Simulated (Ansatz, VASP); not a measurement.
NaSrCl3 in VASP and in Ansatz

The input INCAR:

```
SYSTEM = NaSrCl3
PREC = Accurate
ENCUT = 520
EDIFF = 1E-6
ISMEAR = -1
SIGMA = 0.02
LREAL = .FALSE.
LASPH = .TRUE.
NELM = 100
ALGO = Normal
ISIF = 2
LWAVE = .FALSE.
LCHARG = .FALSE.
GGA = PE
NBANDS = 27
```

KPOINTS

```
Automatic mesh
0
G
  4 4 4
  0 0 0
```

File POSCAR:

```
NaSrCl3
1.0
    5.6252683343      0.0000000000      0.0000000000
    0.0000000000      5.6252683343      0.0000000000
    0.0000000000      0.0000000000      5.4002576009
Na Sr Cl
1 1 3
Direct
    0.0000000000      0.0000000000      0.0000000000
    0.5000000000      0.5000000000      0.5000000000
    0.5000000000      0.5000000000      0.0000000000
    0.5000000000      0.0000000000      0.5000000000
    0.0000000000      0.5000000000      0.5000000000
```

Input for Ansatz:

```yaml
crystal:
  lattice:
    - [5.6252683343, 0.0, 0.0]
    - [0.0, 5.6252683343, 0.0]
    - [0.0, 0.0, 5.4002576009]
  atoms:
    - { symbol: Na, position: [0.0, 0.0, 0.0] }
    - { symbol: Sr, position: [0.5, 0.5, 0.5] }
    - { symbol: Cl, position: [0.5, 0.5, 0.0] }
    - { symbol: Cl, position: [0.5, 0.0, 0.5] }
    - { symbol: Cl, position: [0.0, 0.5, 0.5] }
kpoints:
  mp_grid: { grid: [4, 4, 4] }
  band_path:
    path: [[0.0, 0.0, 0.0], [0.0, 0.5, 0.0], [0.5, 0.5, 0.0], [0.5, 0.5, 0.5]]
    npoints: 1
hamiltonian:
  xc: pbe
scf:
  occupations: { method: fermi_dirac, width: 0.02 }
  n_extra_bands: 5
output:
  forces: true
  stress: true
  eigenvalues: true
```

Change from the starting cell: uniaxial_z strain -4.0%.

Alike in both runs: task single point; functional PBE; k mesh 4 × 4 × 4; occupations fermi-dirac, width 0.02 eV; no spin polarisation.

|  | VASP | Ansatz |
| --- | --- | --- |
| version | VASP 6.6.1 | Ansatz 0.2.0 |
| potentials or method | VASP PAW PBE potentials, release 64 (Na_pv, Sr_sv, Cl) | plane waves, PAW |
| plane-wave cutoff (eV) | 520 | 420 |
| valence electrons in the cell | 38 | 40 |

Ansatz gave:

* gap on the k mesh at the Fermi level (eV): 3.65
* pressure (GPa): 1.4
* traceless stress, the component that is largest in VASP (GPa): 1.65

Estimate VASP's values.

gap on the k mesh at the Fermi level (eV): 3.65; pressure (GPa): 1.5; traceless stress, the component that is largest in VASP (GPa): 1.68.

The functional is the same, so the differences come from potentials, cutoffs and numerics. VASP's potentials hold 38 valence electrons a cell and Ansatz's 40, so a difference there can come from the potentials and not from the codes.
